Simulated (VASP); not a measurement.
# HfO2 (Fm-3m) in VASP: further runs

The runs below take HfO2 through single point, with PBEsol, PBE+D3(BJ), RPBE.

Program: VASP 6.6.1. These are calculated values, not measurements. Logs are shortened: lines on timing, memory, paths and dates and some standing lists are left out, and cuts for length are marked.

## Step 1: The cell of the first run

It takes space group Fm-3m (No. 225, cubic). The conventional cell has a = 5.044 Å, b = 5.044 Å, c = 5.044 Å, α = 90.00°, β = 90.00°, γ = 90.00°. Within 2.9 Å of Hf (site symmetry m-3m) lie 8 O at 2.18 Å. Within 2.9 Å of O (site symmetry -43m) lie 4 Hf at 2.18 Å and 6 O at 2.52 Å.

## Step 2: Single point, PBEsol

Contents of INCAR:

```
ALGO     = Normal         # electronic algorithm
EDIFF    = 1E-6           # SCF threshold, eV
ENCUT    = 600            # plane-wave cutoff, eV
GGA      = PS             # functional
GGA_COMPAT= False        
ISIF     = 2              # what is computed and relaxed
ISMEAR   = 0              # smearing method
LASPH    = True           # aspherical terms in the spheres
LCHARG   = False          # write CHGCAR
LREAL    = False          # projectors in reciprocal space
LWAVE    = False          # write WAVECAR
NBANDS   = 18             # bands
NELM     = 120            # most SCF steps
PREC     = Accurate       # precision mode
SIGMA    = 0.01           # smearing width, eV
```

Contents of KPOINTS:

```
k-points
0
Gamma
  7 7 7
```

Contents of POSCAR:

```
HfO2
1.0
    0.0000000000      2.5219178328      2.5219178328
    2.5219178328      0.0000000000      2.5219178328
    2.5219178328      2.5219178328      0.0000000000
Hf O
1 2
Direct
    0.0000000000      0.0000000000      0.0000000000
    0.2500000000      0.2500000000      0.2500000000
    0.7500000000      0.7500000000      0.7500000000
```

Potentials or basis: VASP PAW PBE potentials, release 64 (Hf_pv, O).

Started as:

```
$ cat potpaw_PBE.64/Hf_pv/POTCAR potpaw_PBE.64/O/POTCAR > POTCAR
$ mpirun -np 1 vasp_std > vasp.out
```

OUTCAR:

```text
EDIFF = 1E-6
   ENCUT = 600
   GGA = PS
   ISIF = 2
   ISMEAR = 0
   LASPH = True
   LREAL = False
   NELM = 120
   PREC = Accurate

 ion  position               nearest neighbor table
   1  0.000  0.000  0.000-   3 2.18   3 2.18   3 2.18   2 2.18   3 2.18   2 2.18   2 2.18   2 2.18

   2  0.250  0.250  0.250-   1 2.18   1 2.18   1 2.18   1 2.18
   3  0.750  0.750  0.750-   1 2.18   1 2.18   1 2.18   1 2.18

  LATTYP: Found a face centered cubic cell.
 ALAT       =     5.0438356656

  Lattice vectors:

 A1 = (   0.0000000000,   2.5219178328,   2.5219178328)
 A2 = (   2.5219178328,   0.0000000000,   2.5219178328)
 A3 = (   2.5219178328,   2.5219178328,   0.0000000000)

Analysis of symmetry for initial positions (statically):
=====================================================================
 Subroutine PRICEL returns:
 Original cell was already a primitive cell.

 Routine SETGRP: Setting up the symmetry group for a
 face centered cubic supercell.

 Subroutine GETGRP returns: Found 48 space group operations
 (whereof 48 operations were pure point group operations)
 out of a pool of 48 trial point group operations.

The static configuration has the point symmetry O_h .

Analysis of symmetry for dynamics (positions and initial velocities):
=====================================================================
 Subroutine PRICEL returns:
 Original cell was already a primitive cell.

 Routine SETGRP: Setting up the symmetry group for a
 face centered cubic supercell.

 Subroutine GETGRP returns: Found 48 space group operations
 (whereof 48 operations were pure point group operations)
 out of a pool of 48 trial point group operations.

The dynamic configuration has the point symmetry O_h .

 Subroutine INISYM returns: Found 48 space group operations
 (whereof 48 operations are pure point group operations),
 and found     1 'primitive' translations

----------------------------------------------------------------------------------------

                                     Primitive cell

  volume of cell :      32.0791

  direct lattice vectors                    reciprocal lattice vectors
     0.000000000  2.521917833  2.521917833    -0.198261812  0.198261812  0.198261812
     2.521917833  0.000000000  2.521917833     0.198261812 -0.198261812  0.198261812
     2.521917833  2.521917833  0.000000000     0.198261812  0.198261812 -0.198261812

  length of vectors
     3.566530402  3.566530402  3.566530402     0.343399532  0.343399532  0.343399532

  position of ions in fractional coordinates (direct lattice)
     0.000000000  0.000000000  0.000000000
     0.250000000  0.250000000  0.250000000
     0.750000000  0.750000000  0.750000000

  ion indices of the primitive-cell ions
   primitive index   ion index
                 1           1
                 2           2
                 3           3

----------------------------------------------------------------------------------------

 KPOINTS: k-points

Automatic generation of k-mesh.
 Grid dimensions read from file:
 generate k-points for:    7    7    7

 Generating k-lattice:

  Cartesian coordinates                     Fractional coordinates (reciprocal lattice)
    -0.028323116  0.028323116  0.028323116     0.142857143  0.000000000  0.000000000
     0.028323116 -0.028323116  0.028323116     0.000000000  0.142857143  0.000000000
     0.028323116  0.028323116 -0.028323116     0.000000000  0.000000000  0.142857143

  Length of vectors
     0.049057076  0.049057076  0.049057076

  Shift w.r.t. Gamma in fractional coordinates (k-lattice)
     0.000000000  0.000000000  0.000000000

 Subroutine IBZKPT returns following result:
 ===========================================

 Found     20 irreducible k-points:

 Following reciprocal coordinates:
            Coordinates               Weight
  0.000000  0.000000  0.000000      1.000000
  0.142857  0.000000  0.000000      8.000000
  0.285714  0.000000  0.000000      8.000000
  0.428571  0.000000  0.000000      8.000000
  0.142857  0.142857  0.000000      6.000000
  0.285714  0.142857  0.000000     24.000000
[... 12 lines left out ...]
 -0.428571  0.428571  0.142857     24.000000
 -0.285714  0.428571  0.142857     24.000000
   k-points           NKPTS =     20   k-points in BZ     NKDIM =     20   number of bands    NBANDS=     18
   number of dos      NEDOS =    301   number of ions     NIONS =      3
   total plane-waves  NPLWV =  21952
   dimension x,y,z NGX =    28 NGY =   28 NGZ =   28
   dimension x,y,z NGXF=    56 NGYF=   56 NGZF=   56
   ions per type =               1   2
   NGX,Y,Z   is equivalent  to a cutoff of  13.05, 13.05, 13.05 a.u.
   NGXF,Y,Z  is equivalent  to a cutoff of  26.10, 26.10, 26.10 a.u.
 SYSTEM =  unknown system
   PREC   = accura    normal or accurate (medium, high low for compatibility)
   ISTART =      0    job   : 0-new  1-cont  2-samecut
   ICHARG =      2    charge: 1-file 2-atom 10-const
   ISPIN  =      1    spin polarized calculation?
   LNONCOLLINEAR =      F non collinear calculations
   LSORBIT =      F    spin-orbit coupling
   LASPH  =      T    aspherical Exc in radial PAW
   ENCUT  =  600.0 eV  44.10 Ry    6.64 a.u.   7.12  7.12  7.12*2*pi/ulx,y,z
   NELM   =    120;   NELMIN=  2; NELMDL= -5     # of ELM steps
   EDIFF  = 0.1E-05   stopping-criterion for ELM
   LREAL  =      F    real-space projection
   EDIFFG = 0.1E-04   stopping-criterion for IOM
   NSW    =      0    number of steps for IOM
   IBRION =     -1    ionic relax: 0-MD 1-quasi-New 2-CG
   NFREE  =      0    steps in history (QN), initial steepest desc. (CG)
   ISIF   =      2    stress and relaxation
   ISYM   =      2    0-nonsym 1-usesym 2-fastsym
   POTIM  = 0.5000    time-step for ionic-motion
   TEBEG  =    0.0;   TEEND  =   0.0 temperature during run
   PSTRESS=    0.0 pullay stress
   NELECT =      22.0000    total number of electrons
   NUPDOWN=      -1.0000    fix difference up-down
   EMIN   =  10.00;   EMAX   =-10.00  energy-range for DOS
   EFERMI =   0.00;   METHOD = LEGACY
   ISMEAR =     0;   SIGMA  =   0.01  broadening in eV -4-tet -1-fermi 0-gaus
   EFERMI_NEDOS =   21; number of points for ismear=-14 and -15
   IALGO  =     38    algorithm
   IMIX   =      4    mixing-type and parameters
     AMIX     =   0.40;   BMIX     =  1.00
[... 22 lines left out ...]
  ext. energy  EPLUGINS =         0.00000000
  ---------------------------------------------------
  free energy    TOTEN  =       -31.63721466 eV

  energy without entropy =      -31.63721466  energy(sigma->0) =      -31.63721466

 E-fermi :   4.3003     XC(G=0): -12.1877

 val. band max:        4.1699613487   @ k =  -0.4286   0.4286   0.0000
 cond. band min:       8.0788964329   @ k =   0.4286   0.4286   0.0000
 fundamental gap:      3.9089350842
 Fermi energy:         4.3003250607

 k-point     1 :       0.0000    0.0000    0.0000
  band No.  band energies     occupation
      1     -25.2913      2.00000
      2     -25.2913      2.00000
      3     -25.2913      2.00000
      4     -14.5222      2.00000
      5     -11.3443      2.00000
      6      -1.2344      2.00000
[... 10 lines left out ...]
     17      14.8785      0.00000
     18      17.9418      0.00000

 k-point     2 :       0.1429    0.0000    0.0000
  band No.  band energies     occupation
      1     -25.3866      2.00000
      2     -25.3016      2.00000
      3     -25.3016      2.00000
      4     -14.2391      2.00000
      5     -11.5735      2.00000
      6      -1.0352      2.00000
[... 10 lines left out ...]
     17      14.5249      0.00000
     18      17.7038      0.00000

 k-point     3 :       0.2857    0.0000    0.0000
  band No.  band energies     occupation
      1     -25.5899      2.00000
      2     -25.3247      2.00000
      3     -25.3247      2.00000
      4     -13.6301      2.00000
      5     -11.9685      2.00000
      6      -0.5788      2.00000
[... 10 lines left out ...]
     17      13.9907      0.00000
     18      16.6512      0.00000

 k-point     4 :       0.4286    0.0000    0.0000
  band No.  band energies     occupation
      1     -25.7432      2.00000
      2     -25.3431      2.00000
      3     -25.3431      2.00000
      4     -13.2704      2.00000
      5     -12.0695      2.00000
      6      -0.2280      2.00000
[... 10 lines left out ...]
     17      13.8049      0.00000
     18      16.7118      0.00000

 k-point     5 :       0.1429    0.1429    0.0000
  band No.  band energies     occupation
      1     -25.3944      2.00000
      2     -25.3169      2.00000
      3     -25.3169      2.00000
      4     -14.1372      2.00000
      5     -11.6519      2.00000
      6      -1.0030      2.00000
[... 10 lines left out ...]
     17      14.4311      0.00000
     18      17.6000      0.00000

 k-point     6 :       0.2857    0.1429    0.0000
  band No.  band energies     occupation
      1     -25.5435      2.00000
      2     -25.3457      2.00000
      3     -25.3431      2.00000
      4     -13.6061      2.00000
      5     -12.0017      2.00000
      6      -0.6430      2.00000
[... 10 lines left out ...]
     17      14.0702      0.00000
     18      17.3436      0.00000

 k-point     7 :       0.4286    0.1429    0.0000
  band No.  band energies     occupation
      1     -25.6922      2.00000
      2     -25.3885      2.00000
      3     -25.3604      2.00000
      4     -13.1317      2.00000
      5     -12.1909      2.00000
      6      -0.4702      2.00000
[... 10 lines left out ...]
     17      14.5375      0.00000
     18      16.9465      0.00000

 k-point     8 :      -0.4286    0.1429    0.0000
  band No.  band energies     occupation
      1     -25.7318      2.00000
      2     -25.4164      2.00000
      3     -25.3559      2.00000
      4     -13.0566      2.00000
      5     -12.1579      2.00000
      6      -0.5685      2.00000
[... 10 lines left out ...]
     17      14.4310      0.00000
     18      17.0915      0.00000
[... 145 lines left out ...]
     17      15.8964      0.00000
     18      17.8346      0.00000

 k-point    16 :      -0.4286    0.4286    0.0000
  band No.  band energies     occupation
      1     -25.7574      2.00000
      2     -25.4713      2.00000
      3     -25.4172      2.00000
      4     -12.6609      2.00000
      5     -12.2642      2.00000
      6      -2.1687      2.00000
[... 10 lines left out ...]
     17      17.5761      0.00000
     18      17.8680      0.00000

 k-point    17 :       0.4286    0.2857    0.1429
  band No.  band energies     occupation
      1     -25.6294      2.00000
      2     -25.4280      2.00000
      3     -25.3578      2.00000
      4     -13.0910      2.00000
      5     -12.2740      2.00000
      6      -0.6894      2.00000
[... 10 lines left out ...]
     17      14.5794      0.00000
     18      17.5591      0.00000

 k-point    18 :      -0.4286    0.2857    0.1429
  band No.  band energies     occupation
      1     -25.6781      2.00000
      2     -25.5004      2.00000
      3     -25.3810      2.00000
      4     -12.7803      2.00000
      5     -12.3320      2.00000
      6      -0.7949      2.00000
[... 10 lines left out ...]
     17      15.4482      0.00000
     18      17.5118      0.00000

 k-point    19 :      -0.4286    0.4286    0.1429
  band No.  band energies     occupation
      1     -25.7144      2.00000
      2     -25.4888      2.00000
      3     -25.4179      2.00000
      4     -12.5675      2.00000
      5     -12.4163      2.00000
      6      -1.7307      2.00000
[... 10 lines left out ...]
     17      16.3939      0.00000
     18      17.8105      0.00000

 k-point    20 :      -0.2857    0.4286    0.1429
  band No.  band energies     occupation
      1     -25.6400      2.00000
      2     -25.5869      2.00000
      3     -25.4131      2.00000
      4     -12.5497      2.00000
      5     -12.3953      2.00000
      6      -1.3228      2.00000
[... 10 lines left out ...]
     17      16.7525      0.00000
     18      17.7649      0.00000

------------------------ aborting loop because EDIFF is reached ----------------------------------------

  FORCE on cell =-STRESS in cart. coord.  units (eV):
  Direction    XX          YY          ZZ          XY          YZ          ZX
  --------------------------------------------------------------------------------------
  -------------------------------------------------------------------------------------
  Total       -0.7876742     -0.7876742     -0.7876742      0.0000000     -0.0000000     -0.0000000
  in kB      -39.3400064    -39.3400064    -39.3400064      0.0000000     -0.0000000     -0.0000000
  external PRESSURE =     -39.3400064 kB  Pullay stress =       0.0000000 kB

 VOLUME and BASIS-vectors are now :
 -----------------------------------------------------------------------------
  energy-cutoff  :      600.00
  volume of cell :       32.08
      direct lattice vectors                 reciprocal lattice vectors
     0.000000000  2.521917833  2.521917833    -0.198261812  0.198261812  0.198261812
     2.521917833  0.000000000  2.521917833     0.198261812 -0.198261812  0.198261812
     2.521917833  2.521917833  0.000000000     0.198261812  0.198261812 -0.198261812

 POSITION                                       TOTAL-FORCE (eV/Angst)
 -----------------------------------------------------------------------------------
      0.00000      0.00000      0.00000        -0.000000     -0.000000     -0.000000
      1.26096      1.26096      1.26096         0.000000      0.000000      0.000000
      3.78288      3.78288      3.78288        -0.000000     -0.000000     -0.000000
 -----------------------------------------------------------------------------------
    total drift:                                0.000000      0.000000      0.000000

  FREE ENERGIE OF THE ION-ELECTRON SYSTEM (eV)
  ---------------------------------------------------
  free  energy   TOTEN  =       -31.6372146585 eV

  energy  without entropy=      -31.6372146585  energy(sigma->0) =      -31.63721466
```

It took 25 s on 1 thread of Intel Xeon 8259CL, shared host; peak memory 0.16 GiB.

Results:

```
Free energy            : -31.6372 eV
Pressure               : -3.9 GPa
Band gap on the k mesh : 3.91 eV (least direct gap 4.09 eV)
```

Levels at points of the mesh, in eV from the valence-band top:
```
           k point  band 8  band 9  band 10  band 11  band 12  band 13  band 14  band 15
(0.00, 0.00, 0.00)   -5.40   -0.53    -0.53    -0.53     3.91     3.91     5.86    10.71
```

Caveat: the cell stands under tension; the PAW data sets were made with another functional, which shifts forces and pressure a little; spin-orbit coupling is left out, which moves the levels of the heavy elements; an odd mesh through Γ misses points on the zone boundary, where band edges can lie.

## Step 3: Single point, PBE+D3(BJ)

This run uses another cell than the first one, of 10.88 Å³/atom.

Contents of INCAR:

```
SYSTEM = HfO2
PREC     = Accurate       ! precision mode
ENCUT    = 600            ! plane-wave cutoff, eV
EDIFF    = 1E-6           ! SCF threshold, eV
ISMEAR   = 0              ! smearing method
SIGMA    = 0.01           ! smearing width, eV
LREAL    = .FALSE.        ! projectors in reciprocal space
LASPH    = .TRUE.         ! aspherical terms in the spheres
NELM     = 120            ! most SCF steps
ALGO     = Normal         ! electronic algorithm
ISIF     = 2              ! what is computed and relaxed
LWAVE    = .FALSE.        ! write WAVECAR
LCHARG   = .FALSE.        ! write CHGCAR
GGA      = PE             ! functional
IVDW     = 12             ! dispersion correction
NBANDS   = 18             ! bands
GGA_COMPAT= .FALSE.
```

Contents of KPOINTS:

```
Automatic mesh
0
G
  7 7 7
  0 0 0
```

Contents of POSCAR:

```
HfO2
1.0
    0.0000000000      2.5363103396      2.5363103396
    2.5363103396      0.0000000000      2.5363103396
    2.5363103396      2.5363103396      0.0000000000
Hf O
1 2
Direct
    0.0000000000      0.0000000000      0.0000000000
    0.2500000000      0.2500000000      0.2500000000
    0.7500000000      0.7500000000      0.7500000000
```

Potentials or basis: VASP PAW PBE potentials, release 64 (Hf_pv, O).

Started as:

```
$ cat potpaw_PBE.64/Hf_pv/POTCAR potpaw_PBE.64/O/POTCAR > POTCAR
$ mpirun -np 1 vasp_std > vasp.out
```

Wall time 26 s (1 thread of Intel Xeon 8259CL, shared host); peak memory 0.18 GiB.

It converged, with:

| Property | Result |
| --- | --- |
| Free energy | -30.9711 eV |
| Pressure | -4.0 GPa |
| Band gap on the k mesh | 3.97 eV (least direct gap 4.15 eV) |
| Dispersion energy per atom | -0.239 eV |

Levels at points of the mesh, in eV from the valence-band top:
| k point | band 7 | band 8 | band 9 | band 10 | band 11 | band 12 | band 13 | band 14 | band 15 | band 16 |
| --- | --- | --- | --- | --- | --- | --- | --- | --- | --- | --- |
| (0.00, 0.00, 0.00) | -5.24 | -5.24 | -0.52 | -0.52 | -0.52 | 3.97 | 3.97 | 5.92 | 10.49 | 10.49 |

Caveat: the cell stands under tension; spin-orbit coupling is left out, which moves the levels of the heavy elements; an odd mesh through Γ misses points on the zone boundary, where band edges can lie.

## Step 4: Single point, RPBE

This run uses another cell than the first one, of 11.27 Å³/atom.

Contents of INCAR:

```
SYSTEM = HfO2
PREC = Accurate
ENCUT = 600
EDIFF = 1E-6
ISMEAR = 0
SIGMA = 0.01
LREAL = .False.
LASPH = .True.
NELM = 120
ALGO = Normal
ISIF = 2
LWAVE = .False.
LCHARG = .False.
GGA = RP
NBANDS = 18
GGA_COMPAT = .False.
```

Contents of KPOINTS:

```
Automatic mesh
0
Gamma
  7 7 7
  0 0 0
```

Contents of POSCAR:

```
HfO2
1.0
    0.0000000000      2.5664693422      2.5664693422
    2.5664693422      0.0000000000      2.5664693422
    2.5664693422      2.5664693422      0.0000000000
Hf O
1 2
Direct
    0.0000000000      0.0000000000      0.0000000000
    0.2500000000      0.2500000000      0.2500000000
    0.7500000000      0.7500000000      0.7500000000
```

Started as:

```
$ cat potpaw_PBE.64/Hf_pv/POTCAR potpaw_PBE.64/O/POTCAR > POTCAR
$ mpirun -np 1 vasp_std > vasp.out
```

It took 28 s on 1 thread of Intel Xeon 8259CL, shared host; peak memory 0.18 GiB.

The run converged. Its results:

| Quantity | Value |
| --- | --- |
| Free energy | -28.9079 eV |
| Pressure | -3.8 GPa |
| Band gap on the k mesh | 3.95 eV (least direct gap 4.14 eV) |

Levels at points of the mesh, in eV from the valence-band top:
```tsv
k point	band 8	band 9	band 10	band 11	band 12	band 13	band 14	band 15
(0.00, 0.00, 0.00)	-5.02	-0.50	-0.50	-0.50	3.95	3.95	5.79	10.06
```

Caveat: the cell stands under tension; the PAW data sets were made with another functional, which shifts forces and pressure a little; spin-orbit coupling is left out, which moves the levels of the heavy elements; an odd mesh through Γ misses points on the zone boundary, where band edges can lie.

## Step 5: The runs side by side

```csv
level,cell,gap on the mesh (eV),pressure (GPa)
PBEsol,"a = 3.567 Å, angles 60.0°, 3 atoms",3.91,-3.9
PBE+D3(BJ),"a = 3.587 Å, angles 60.0°, 3 atoms",3.97,-4.0
RPBE,"a = 3.630 Å, angles 60.0°, 3 atoms",3.95,-3.8
```

Alike in all rows: task single point; potentials or basis VASP PAW PBE potentials, release 64 (Hf_pv, O); no spin polarisation; k mesh 7 × 7 × 7; cutoff (eV) 600; smearing gaussian 0.01 eV.

Caveats: the cell stands under tension; spin-orbit coupling is left out, which moves the levels of the heavy elements; an odd mesh through Γ misses points on the zone boundary, where band edges can lie; the PAW data sets were made with another functional, which shifts forces and pressure a little (at least some runs).

Absolute energies hang on the potentials; compare differences alone.
